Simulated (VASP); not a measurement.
# InAs (I-4m2) in VASP: notebook

Runs on InAs. Level: PBEsol. Tasks: single point.

Program: VASP 6.6.1. These are calculated values, not measurements. Logs are shortened: lines on timing, memory, paths and dates and some standing lists are left out, and cuts for length are marked.

## (1) The cell of the first run

Symmetry: I-4m2, No. 119, tetragonal system. Conventional cell: a = 4.261 Å, b = 4.261 Å, c = 6.124 Å, α = 90.00°, β = 90.00°, γ = 90.00°. Within 3.5 Å of In (site symmetry -4m2) lie 4 As at 2.62 Å. Within 3.5 Å of As (site symmetry -4m2) lie 4 In at 2.62 Å.

## (2) Single point, PBEsol (biaxial strain in the a-b plane: -1.0 %)

File INCAR:

```
PREC     = Accurate       # precision mode
ENCUT    = 520            # plane-wave cutoff, eV
EDIFF    = 1E-6           # SCF threshold, eV
ISMEAR   = 0              # smearing method
SIGMA    = 0.1            # smearing width, eV
LREAL    = F              # projectors in reciprocal space
LASPH    = T              # aspherical terms in the spheres
NELM     = 60             # most SCF steps
ALGO     = Normal         # electronic algorithm
ISIF     = 2              # what is computed and relaxed
LWAVE    = F              # write WAVECAR
LCHARG   = T              # write CHGCAR
GGA      = PS             # functional
LELF     = T              # ELF
LVHAR    = T            
NBANDS   = 26             # bands
```

File KPOINTS:

```
Automatic mesh
0
Gamma
  12 12 10
```

File POSCAR:

```
InAs
1.0
    3.0131402674      3.0131402674      0.0000000000
   -3.0131402674      3.0131402674      0.0000000000
    0.0000000000      0.0000000000      6.1236749677
In As
2 2
Direct
    0.5000000000      0.0000000000      0.2500000000
    0.0000000000      0.5000000000      0.7500000000
    0.0000000000      0.0000000000      0.0000000000
    0.5000000000      0.5000000000      0.5000000000
```

Potentials or basis: VASP PAW PBE potentials, release 64 (In_d, As).

Command:

```bash
$ cat potpaw_PBE.64/In_d/POTCAR potpaw_PBE.64/As/POTCAR > POTCAR
$ mpirun -np 1 vasp_std > vasp.out
```

OUTCAR:

```text
PREC = Accurate
   ENCUT = 520
   EDIFF = 1E-6
   ISMEAR = 0
   LREAL = F
   LASPH = T
   NELM = 60
   ISIF = 2
   GGA = PS

 ion  position               nearest neighbor table
   1  0.500  0.000  0.250-   3 2.62   4 2.62   4 2.62   3 2.62
   2  0.000  0.500  0.750-   3 2.62   4 2.62   3 2.62   4 2.62
   3  0.000  0.000  0.000-   1 2.62   2 2.62   2 2.62   1 2.62
   4  0.500  0.500  0.500-   1 2.62   2 2.62   1 2.62   2 2.62

  LATTYP: Found a simple tetragonal cell.
 ALAT       =     4.2612238315
 C/A-ratio  =     1.4370695391

  Lattice vectors:

 A1 = (   3.0131402674,   3.0131402674,   0.0000000000)
 A2 = (  -3.0131402674,   3.0131402674,   0.0000000000)
 A3 = (   0.0000000000,   0.0000000000,   6.1236749677)

Analysis of symmetry for initial positions (statically):
=====================================================================
 Subroutine PRICEL returns following result:

  LATTYP: Found a body centered tetragonal cell.
 ALAT       =     4.2612238315
 C/A-ratio  =     1.4370695391

  Lattice vectors:

 A1 = (   3.0131402674,   0.0000000000,  -3.0618374838)
 A2 = (  -3.0131402674,   0.0000000000,  -3.0618374839)
 A3 = (   0.0000000000,   3.0131402674,   3.0618374839)

   2 primitive cells build up your supercell.

 Routine SETGRP: Setting up the symmetry group for a
 simple tetragonal supercell.

 Subroutine GETGRP returns: Found  8 space group operations
 (whereof  8 operations were pure point group operations)
 out of a pool of 16 trial point group operations.

The static configuration has the point symmetry D_2d.

Analysis of symmetry for dynamics (positions and initial velocities):
=====================================================================
 Subroutine PRICEL returns following result:

  LATTYP: Found a body centered tetragonal cell.
 ALAT       =     4.2612238315
 C/A-ratio  =     1.4370695391

  Lattice vectors:

 A1 = (   3.0131402674,   0.0000000000,  -3.0618374838)
 A2 = (  -3.0131402674,   0.0000000000,  -3.0618374839)
 A3 = (   0.0000000000,   3.0131402674,   3.0618374839)

   2 primitive cells build up your supercell.

 Routine SETGRP: Setting up the symmetry group for a
 simple tetragonal supercell.

 Subroutine GETGRP returns: Found  8 space group operations
 (whereof  8 operations were pure point group operations)
 out of a pool of 16 trial point group operations.

The dynamic configuration has the point symmetry D_2d.

 Subroutine INISYM returns: Found  8 space group operations
 (whereof  8 operations are pure point group operations),
 and found     2 'primitive' translations

----------------------------------------------------------------------------------------

                                     Primitive cell

  volume of cell :      55.5969

  direct lattice vectors                    reciprocal lattice vectors
     3.013140267  0.000000000 -3.061837484     0.165939835  0.165939835 -0.163300633
    -3.013140267  0.000000000 -3.061837484    -0.165939835  0.165939835 -0.163300633
     0.000000000  3.013140267  3.061837484     0.000000000  0.331879671  0.000000000

  length of vectors
     4.295795974  4.295795974  4.295795974     0.285900603  0.285900603  0.331879671

  position of ions in fractional coordinates (direct lattice)
     0.250000000  0.750000000  0.500000000
     0.000000000  0.000000000  0.000000000

  ion indices of the primitive-cell ions
   primitive index   ion index
                 1           1
                 2           3

----------------------------------------------------------------------------------------

 KPOINTS: Automatic mesh

Automatic generation of k-mesh.
 Grid dimensions read from file:
 generate k-points for:   12   12   10

 Generating k-lattice:

  Cartesian coordinates                     Fractional coordinates (reciprocal lattice)
     0.013828320  0.013828320  0.000000000     0.083333333  0.000000000  0.000000000
    -0.013828320  0.013828320  0.000000000     0.000000000  0.083333333  0.000000000
     0.000000000  0.000000000  0.016330063     0.000000000  0.000000000  0.100000000

  Length of vectors
     0.019556197  0.019556197  0.016330063

  Shift w.r.t. Gamma in fractional coordinates (k-lattice)
     0.000000000  0.000000000  0.000000000

 Subroutine IBZKPT returns following result:
 ===========================================

 Found    168 irreducible k-points:

 Following reciprocal coordinates:
            Coordinates               Weight
  0.000000  0.000000  0.000000      1.000000
  0.083333  0.000000  0.000000      4.000000
  0.166667  0.000000  0.000000      4.000000
  0.250000  0.000000  0.000000      4.000000
  0.333333  0.000000  0.000000      4.000000
  0.416667  0.000000  0.000000      4.000000
[... 16 lines left out ...]
  0.333333  0.333333  0.000000      4.000000
  0.416667  0.333333  0.000000      8.000000
 [... further k-points ...]
   k-points           NKPTS =    168   k-points in BZ     NKDIM =    168   number of bands    NBANDS=     26
   number of dos      NEDOS =    301   number of ions     NIONS =      4
   total plane-waves  NPLWV =  49152
   dimension x,y,z NGX =    32 NGY =   32 NGZ =   48
   dimension x,y,z NGXF=    64 NGYF=   64 NGZF=   96
   ions per type =               2   2
   NGX,Y,Z   is equivalent  to a cutoff of  12.48, 12.48, 13.03 a.u.
   NGXF,Y,Z  is equivalent  to a cutoff of  24.97, 24.97, 26.06 a.u.
 SYSTEM =  unknown system
   PREC   = accura    normal or accurate (medium, high low for compatibility)
   ISTART =      0    job   : 0-new  1-cont  2-samecut
   ICHARG =      2    charge: 1-file 2-atom 10-const
   ISPIN  =      1    spin polarized calculation?
   LNONCOLLINEAR =      F non collinear calculations
   LSORBIT =      F    spin-orbit coupling
   LASPH  =      T    aspherical Exc in radial PAW
   ENCUT  =  520.0 eV  38.22 Ry    6.18 a.u.   7.92  7.92 11.39*2*pi/ulx,y,z
   NELM   =     60;   NELMIN=  2; NELMDL= -5     # of ELM steps
   EDIFF  = 0.1E-05   stopping-criterion for ELM
   LREAL  =      F    real-space projection
   EDIFFG = 0.1E-04   stopping-criterion for IOM
   NSW    =      0    number of steps for IOM
   IBRION =     -1    ionic relax: 0-MD 1-quasi-New 2-CG
   NFREE  =      0    steps in history (QN), initial steepest desc. (CG)
   ISIF   =      2    stress and relaxation
   ISYM   =      2    0-nonsym 1-usesym 2-fastsym
   POTIM  = 0.5000    time-step for ionic-motion
   TEBEG  =    0.0;   TEEND  =   0.0 temperature during run
   PSTRESS=    0.0 pullay stress
   NELECT =      36.0000    total number of electrons
   NUPDOWN=      -1.0000    fix difference up-down
   EMIN   =  10.00;   EMAX   =-10.00  energy-range for DOS
   EFERMI =   0.00;   METHOD = LEGACY
   ISMEAR =     0;   SIGMA  =   0.10  broadening in eV -4-tet -1-fermi 0-gaus
   EFERMI_NEDOS =   21; number of points for ismear=-14 and -15
   IALGO  =     38    algorithm
   IMIX   =      4    mixing-type and parameters
     AMIX     =   0.40;   BMIX     =  1.00
     AMIX_MAG =   1.60;   BMIX_MAG =  1.00
  volume/ion in A,a.u.               =      27.80       187.59
  Fermi-wavevector in a.u.,A,eV,Ry     =   1.124127  2.124292 17.193159  1.263662
  Thomas-Fermi vector in A             =   2.260797
   LORBIT       =      0    0 simple, 1 ext, 2 COOP (PROOUT), +10 PAW based schemes
   GGA     = PS    functional components
   LHFCALC =     F    Hartree Fock is set to
   AEXX    =    0.0000 exact exchange contribution
   IVDW    =     0    specifies the selected vdW correction
   LEPSILON=     F    determine dielectric tensor
   LRPA    =     F    only Hartree local field effects (RPA)
 non-spin polarized calculation
 Gauss-broadening in eV      SIGMA  =   0.10
  energy-cutoff  :      520.00
  volume of cell :      111.19
 maximum number of plane-waves:      3028
 NGX is ok and might be reduce to    32
   NGX = 15   NGY = 15   NGZ = 23

 number of electron      36.0000018 magnetization

 Free energy of the ion-electron system (eV)
  ---------------------------------------------------
  ext. energy  EPLUGINS =         0.00000000
  ---------------------------------------------------
  free energy    TOTEN  =       -16.97469332 eV

  energy without entropy =      -16.97451798  energy(sigma->0) =      -16.97460565

 E-fermi :   4.4041     XC(G=0):  -9.2597

 val. band max:        4.3410977177   @ k =   0.0000   0.0000   0.0000
 cond. band min:       4.8895302872   @ k =   0.0000   0.0000   0.1000
 fundamental gap:      0.5484325694
 Fermi energy:         4.4041246752

 k-point     1 :       0.0000    0.0000    0.0000
  band No.  band energies     occupation
      1     -10.1885      2.00000
      2     -10.0095      2.00000
      3     -10.0038      2.00000
      4     -10.0038      2.00000
      5      -9.9240      2.00000
      6      -9.9240      2.00000
[... 18 lines left out ...]
     25      11.6199      0.00000
     26      13.2617      0.00000

 k-point     2 :       0.0833    0.0000    0.0000
  band No.  band energies     occupation
      1     -10.1857      2.00000
      2     -10.0108      2.00000
      3     -10.0068      2.00000
      4     -10.0024      2.00000
      5      -9.9284      2.00000
      6      -9.9253      2.00000
[... 18 lines left out ...]
     25      11.9273      0.00000
     26      12.7795      0.00000

 k-point     3 :       0.1667    0.0000    0.0000
  band No.  band energies     occupation
      1     -10.1783      2.00000
      2     -10.0295      2.00000
      3      -9.9996      2.00000
      4      -9.9982      2.00000
      5      -9.9376      2.00000
      6      -9.9290      2.00000
[... 18 lines left out ...]
     25      12.0770      0.00000
     26      12.4488      0.00000

 k-point     4 :       0.2500    0.0000    0.0000
  band No.  band energies     occupation
      1     -10.1680      2.00000
      2     -10.0554      2.00000
      3      -9.9916      2.00000
      4      -9.9904      2.00000
      5      -9.9481      2.00000
      6      -9.9351      2.00000
[... 18 lines left out ...]
     25      11.5199      0.00000
     26      11.6745      0.00000

 k-point     5 :       0.3333    0.0000    0.0000
  band No.  band energies     occupation
      1     -10.1565      2.00000
      2     -10.0828      2.00000
      3      -9.9831      2.00000
      4      -9.9817      2.00000
      5      -9.9575      2.00000
      6      -9.9432      2.00000
[... 18 lines left out ...]
     25      10.9498      0.00000
     26      11.0237      0.00000

 k-point     6 :       0.4167    0.0000    0.0000
  band No.  band energies     occupation
      1     -10.1436      2.00000
      2     -10.1076      2.00000
      3      -9.9749      2.00000
      4      -9.9733      2.00000
      5      -9.9645      2.00000
      6      -9.9527      2.00000
[... 427 lines left out ...]
 k-point    21 :       0.4167    0.2500    0.0000
  band No.  band energies     occupation
      1     -10.1652      2.00000
      2     -10.1480      2.00000
      3      -9.9517      2.00000
      4      -9.9516      2.00000
      5      -9.9476      2.00000
      6      -9.9360      2.00000
[... 18 lines left out ...]
     25      11.5629      0.00000
     26      12.1626      0.00000

 k-point    22 :       0.5000    0.2500    0.0000
  band No.  band energies     occupation
      1     -10.1597      2.00000
      2     -10.1597      2.00000
      3      -9.9500      2.00000
      4      -9.9500      2.00000
      5      -9.9409      2.00000
      6      -9.9409      2.00000
[... 18 lines left out ...]
     25      12.1627      0.00000
     26      12.1627      0.00000

 k-point    23 :       0.3333    0.3333    0.0000
  band No.  band energies     occupation
      1     -10.1727      2.00000
      2     -10.1505      2.00000
      3      -9.9473      2.00000
      4      -9.9470      2.00000
      5      -9.9451      2.00000
      6      -9.9315      2.00000
[... 18 lines left out ...]
     25      11.5790      0.00000
     26      11.6598      0.00000

 k-point    24 :       0.4167    0.3333    0.0000
  band No.  band energies     occupation
      1     -10.1767      2.00000
      2     -10.1663      2.00000
      3      -9.9405      2.00000
      4      -9.9392      2.00000
      5      -9.9378      2.00000
      6      -9.9317      2.00000
[... 18 lines left out ...]
     25      12.1640      0.00000
     26      12.3479      0.00000

 [... further k-points ...]
[... 5 lines left out ...]
  --------------------------------------------------------------------------------------
  -------------------------------------------------------------------------------------
  Total        0.7553237      0.7553237      0.3593351      0.0000000     -0.0000000      0.0000000
  in kB       10.8833567     10.8833567      5.1776114      0.0000000     -0.0000000      0.0000000
  external PRESSURE =       8.9814416 kB  Pullay stress =       0.0000000 kB

 VOLUME and BASIS-vectors are now :
 -----------------------------------------------------------------------------
  energy-cutoff  :      520.00
  volume of cell :      111.19
      direct lattice vectors                 reciprocal lattice vectors
     3.013140267  3.013140267  0.000000000     0.165939835  0.165939835  0.000000000
    -3.013140267  3.013140267  0.000000000    -0.165939835  0.165939835  0.000000000
     0.000000000  0.000000000  6.123674968     0.000000000  0.000000000  0.163300633

 POSITION                                       TOTAL-FORCE (eV/Angst)
 -----------------------------------------------------------------------------------
      1.50657      1.50657      1.53092         0.000000      0.000000     -0.000000
     -1.50657      1.50657      4.59276         0.000000      0.000000     -0.000000
      0.00000      0.00000      0.00000        -0.000000     -0.000000     -0.000000
      0.00000      3.01314      3.06184        -0.000000     -0.000000      0.000000
 -----------------------------------------------------------------------------------
    total drift:                               -0.000000      0.000000     -0.000000

  FREE ENERGIE OF THE ION-ELECTRON SYSTEM (eV)
  ---------------------------------------------------
  free  energy   TOTEN  =       -16.9746933241 eV

  energy  without entropy=      -16.9745179764  energy(sigma->0) =      -16.97460565
```

It took 6.5 min on 1 thread of Intel Xeon 8259CL, shared host; peak memory 0.52 GiB.

Results:

- Free energy: -16.9747 eV
- Pressure: 0.9 GPa
- Band gap on the k mesh: zero (filled and empty bands touch)

Stress tensor (GPa, compression positive):
```
1.09 0.00 0.00
0.00 1.09 0.00
0.00 0.00 0.52
```

Caveat: the cell differs from its parent crystal (biaxial strain in the a-b plane: -1.0 %); semilocal functionals underestimate gaps, so a narrow gap can read as zero; the PAW data sets were made with another functional, which shifts forces and pressure a little; spin-orbit coupling is left out, which moves the levels of the heavy elements.

(Continued in part 2 of 2.)
